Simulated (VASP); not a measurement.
# Au (Im-3m) in VASP: further runs, part 2 of 3

VASP 6.6.1. The steps go on from the part before.

### Step 3. Single point, revPBE (volume scaled by 0.88)

INCAR reads:

```
PREC = Accurate
ENCUT = 520
EDIFF = 1E-6
ISMEAR = -1
SIGMA = 0.1
LREAL = F
LASPH = T
NELM = 80
ALGO = Normal
ISIF = 2
LWAVE = F
LCHARG = F
GGA = RE
NBANDS = 12
```

KPOINTS reads:

```
regular mesh
0
Gamma
  15 15 15
```

POSCAR reads:

```
Au
1.0
   -1.5936257874      1.5936257874      1.5936257874
    1.5936257874     -1.5936257874      1.5936257874
    1.5936257874      1.5936257874     -1.5936257874
Au
1
Direct
    0.0000000000      0.0000000000      0.0000000000
```

Potentials or basis: VASP PAW PBE potentials, release 64 (Au).

Command:

```console
cat potpaw_PBE.64/Au/POTCAR > POTCAR
mpirun -np 1 vasp_std > vasp.out
```

OUTCAR:

```text
PREC = Accurate
   ENCUT = 520
   EDIFF = 1E-6
   ISMEAR = -1
   LREAL = F
   LASPH = T
   NELM = 80
   ISIF = 2
   GGA = RE

 ion  position               nearest neighbor table
   1  0.000  0.000  0.000-

  LATTYP: Found a body centered cubic cell.
 ALAT       =     3.1872515748

  Lattice vectors:

 A1 = (  -1.5936257874,   1.5936257874,   1.5936257874)
 A2 = (   1.5936257874,  -1.5936257874,   1.5936257874)
 A3 = (   1.5936257874,   1.5936257874,  -1.5936257874)

Analysis of symmetry for initial positions (statically):
=====================================================================
 Subroutine PRICEL returns:
 Original cell was already a primitive cell.

 Routine SETGRP: Setting up the symmetry group for a
 body centered cubic supercell.

 Subroutine GETGRP returns: Found 48 space group operations
 (whereof 48 operations were pure point group operations)
 out of a pool of 48 trial point group operations.

The static configuration has the point symmetry O_h .

Analysis of symmetry for dynamics (positions and initial velocities):
=====================================================================
 Subroutine PRICEL returns:
 Original cell was already a primitive cell.

 Routine SETGRP: Setting up the symmetry group for a
 body centered cubic supercell.

 Subroutine GETGRP returns: Found 48 space group operations
 (whereof 48 operations were pure point group operations)
 out of a pool of 48 trial point group operations.

The dynamic configuration has the point symmetry O_h .

 Subroutine INISYM returns: Found 48 space group operations
 (whereof 48 operations are pure point group operations),
 and found     1 'primitive' translations

----------------------------------------------------------------------------------------

                                     Primitive cell

  volume of cell :      16.1890

  direct lattice vectors                    reciprocal lattice vectors
    -1.593625787  1.593625787  1.593625787     0.000000000  0.313749943  0.313749943
     1.593625787 -1.593625787  1.593625787     0.313749943  0.000000000  0.313749943
     1.593625787  1.593625787 -1.593625787     0.313749943  0.313749943  0.000000000

  length of vectors
     2.760240832  2.760240832  2.760240832     0.443709425  0.443709425  0.443709425

  position of ions in fractional coordinates (direct lattice)
     0.000000000  0.000000000  0.000000000

  ion indices of the primitive-cell ions
   primitive index   ion index
                 1           1

----------------------------------------------------------------------------------------

 KPOINTS: regular mesh

Automatic generation of k-mesh.
 Grid dimensions read from file:
 generate k-points for:   15   15   15

 Generating k-lattice:

  Cartesian coordinates                     Fractional coordinates (reciprocal lattice)
     0.000000000  0.020916663  0.020916663     0.066666667  0.000000000  0.000000000
     0.020916663  0.000000000  0.020916663     0.000000000  0.066666667  0.000000000
     0.020916663  0.020916663  0.000000000     0.000000000  0.000000000  0.066666667

  Length of vectors
     0.029580628  0.029580628  0.029580628

  Shift w.r.t. Gamma in fractional coordinates (k-lattice)
     0.000000000  0.000000000  0.000000000

 Subroutine IBZKPT returns following result:
 ===========================================

 Found    120 irreducible k-points:

 Following reciprocal coordinates:
            Coordinates               Weight
  0.000000  0.000000  0.000000      1.000000
  0.066667  0.000000  0.000000     12.000000
  0.133333  0.000000  0.000000     12.000000
  0.200000  0.000000  0.000000     12.000000
  0.266667  0.000000  0.000000     12.000000
  0.333333  0.000000  0.000000     12.000000
[... 16 lines left out ...]
  0.333333  0.200000  0.000000     48.000000
  0.400000  0.200000  0.000000     24.000000
 [... further k-points ...]
   k-points           NKPTS =    120   k-points in BZ     NKDIM =    120   number of bands    NBANDS=     12
   number of dos      NEDOS =    301   number of ions     NIONS =      1
   total plane-waves  NPLWV =  13824
   dimension x,y,z NGX =    24 NGY =   24 NGZ =   24
   dimension x,y,z NGXF=    48 NGYF=   48 NGZF=   48
   ions per type =               1
   NGX,Y,Z   is equivalent  to a cutoff of  14.45, 14.45, 14.45 a.u.
   NGXF,Y,Z  is equivalent  to a cutoff of  28.91, 28.91, 28.91 a.u.
 SYSTEM =  unknown system
   PREC   = accura    normal or accurate (medium, high low for compatibility)
   ISTART =      0    job   : 0-new  1-cont  2-samecut
   ICHARG =      2    charge: 1-file 2-atom 10-const
   ISPIN  =      1    spin polarized calculation?
   LNONCOLLINEAR =      F non collinear calculations
   LSORBIT =      F    spin-orbit coupling
   LASPH  =      T    aspherical Exc in radial PAW
   ENCUT  =  520.0 eV  38.22 Ry    6.18 a.u.   5.13  5.13  5.13*2*pi/ulx,y,z
   NELM   =     80;   NELMIN=  2; NELMDL= -5     # of ELM steps
   EDIFF  = 0.1E-05   stopping-criterion for ELM
   LREAL  =      F    real-space projection
   EDIFFG = 0.1E-04   stopping-criterion for IOM
   NSW    =      0    number of steps for IOM
   IBRION =     -1    ionic relax: 0-MD 1-quasi-New 2-CG
   NFREE  =      0    steps in history (QN), initial steepest desc. (CG)
   ISIF   =      2    stress and relaxation
   ISYM   =      2    0-nonsym 1-usesym 2-fastsym
   POTIM  = 0.5000    time-step for ionic-motion
   TEBEG  =    0.0;   TEEND  =   0.0 temperature during run
   PSTRESS=    0.0 pullay stress
   NELECT =      11.0000    total number of electrons
   NUPDOWN=      -1.0000    fix difference up-down
   EMIN   =  10.00;   EMAX   =-10.00  energy-range for DOS
   EFERMI =   0.00;   METHOD = LEGACY
   ISMEAR =    -1;   SIGMA  =   0.10  broadening in eV -4-tet -1-fermi 0-gaus
   EFERMI_NEDOS =   21; number of points for ismear=-14 and -15
   IALGO  =     38    algorithm
   IMIX   =      4    mixing-type and parameters
     AMIX     =   0.40;   BMIX     =  1.00
     AMIX_MAG =   1.60;   BMIX_MAG =  1.00
  volume/ion in A,a.u.               =      16.19       109.25
  Fermi-wavevector in a.u.,A,eV,Ry     =   1.439238  2.719766 28.183202  2.071407
  Thomas-Fermi vector in A             =   2.558116
   LORBIT       =      0    0 simple, 1 ext, 2 COOP (PROOUT), +10 PAW based schemes
   GGA     = RE    functional components
   LHFCALC =     F    Hartree Fock is set to
   AEXX    =    0.0000 exact exchange contribution
   IVDW    =     0    specifies the selected vdW correction
   LEPSILON=     F    determine dielectric tensor
   LRPA    =     F    only Hartree local field effects (RPA)
 non-spin polarized calculation
  energy-cutoff  :      520.00
  volume of cell :       16.19
 maximum number of plane-waves:       448
 NGX is ok and might be reduce to    24
   NGX = 11   NGY = 11   NGZ = 11

 number of electron      10.9999998 magnetization

 Free energy of the ion-electron system (eV)
  ---------------------------------------------------
  ext. energy  EPLUGINS =         0.00000000
  ---------------------------------------------------
  free energy    TOTEN  =        -2.58151702 eV

  energy without entropy =       -2.57049580  energy(sigma->0) =       -2.57600641

 E-fermi :  10.3418     XC(G=0): -12.9724

 val. band max:       10.2708588419   @ k =  -0.4000   0.4667   0.0667
 cond. band min:      10.3820718636   @ k =  -0.4000   0.4000   0.2000
 fundamental gap:      0.1112130217
 Fermi energy:        10.3417863247

 k-point     1 :       0.0000    0.0000    0.0000
  band No.  band energies     occupation
      1       0.0524      2.00000
      2       5.2611      2.00000
      3       5.2611      2.00000
      4       5.2611      2.00000
      5       7.3531      2.00000
      6       7.3531      2.00000
      7      26.9340      0.00000
      8      26.9340      0.00000
      9      26.9340      0.00000
     10      35.7919      0.00000
     11      35.7919      0.00000
     12      35.7946      0.00000

 k-point     2 :       0.0667    0.0000    0.0000
  band No.  band energies     occupation
      1       0.2245      2.00000
      2       5.2031      2.00000
      3       5.2650      2.00000
      4       5.3869      2.00000
      5       7.2823      2.00000
      6       7.3572      2.00000
      7      26.9648      0.00000
      8      26.9886      0.00000
      9      27.1654      0.00000
     10      33.6666      0.00000
     11      33.9313      0.00000
     12      35.2089      0.00000
[... 316 lines left out ...]
 k-point    24 :       0.4000    0.2000    0.0000
  band No.  band energies     occupation
      1       3.4399      2.00000
      2       4.3733      2.00000
      3       6.1010      2.00000
      4       7.2080      2.00000
      5       7.9447      2.00000
      6      13.1077      0.00000
      7      14.0979      0.00000
      8      20.0127      0.00000
      9      24.6238      0.00000
     10      31.8273      0.00000
     11      32.7765      0.00000
     12      36.8147      0.00000

 [... further k-points ...]
[... 5 lines left out ...]
  --------------------------------------------------------------------------------------
  -------------------------------------------------------------------------------------
  Total        2.3420958      2.3420958      2.3420958     -0.0000000      0.0000000     -0.0000000
  in kB      231.7907989    231.7907989    231.7907989     -0.0000000      0.0000000     -0.0000000
  external PRESSURE =     231.7907989 kB  Pullay stress =       0.0000000 kB

 VOLUME and BASIS-vectors are now :
 -----------------------------------------------------------------------------
  energy-cutoff  :      520.00
  volume of cell :       16.19
      direct lattice vectors                 reciprocal lattice vectors
    -1.593625787  1.593625787  1.593625787     0.000000000  0.313749943  0.313749943
     1.593625787 -1.593625787  1.593625787     0.313749943  0.000000000  0.313749943
     1.593625787  1.593625787 -1.593625787     0.313749943  0.313749943  0.000000000

 POSITION                                       TOTAL-FORCE (eV/Angst)
 -----------------------------------------------------------------------------------
      0.00000      0.00000      0.00000         0.000000      0.000000      0.000000
 -----------------------------------------------------------------------------------
    total drift:                                0.000000      0.000000     -0.000000

  FREE ENERGIE OF THE ION-ELECTRON SYSTEM (eV)
  ---------------------------------------------------
  free  energy   TOTEN  =        -2.5815170153 eV

  energy  without entropy=       -2.5704957958  energy(sigma->0) =       -2.57600641
```

stdout:

```text
POSCAR found type information on POSCAR Au
 POSCAR found :  1 types and       1 ions
 scaLAPACK will be used
 -----------------------------------------------------------------------------
|                                                                             |
|                                                                             |
|     You enforced a specific xc type in the INCAR file but a different       |
|     I HOPE YOU KNOW WHAT YOU ARE DOING!                                     |
|                                                                             |
 -----------------------------------------------------------------------------

 LDA part: xc-table for (Slater+PW92), standard interpolation
 POSCAR, INCAR and KPOINTS ok, starting setup
 FFT: planning ... GRIDC
 FFT: planning ... GRID_SOFT
 FFT: planning ... GRID
 WAVECAR not read
 entering main loop
```

It took 8.4 s on 1 thread of Intel Xeon 6975P-C, shared host; peak memory 0.16 GiB.

What came out:

```
Free energy : -2.5815 eV
Pressure    : 23.2 GPa
```

Caveat: the PAW data sets were made with another functional, which shifts forces and pressure a little; spin-orbit coupling is left out, which moves the levels of the heavy elements.

(Continued in part 3 of 3.)
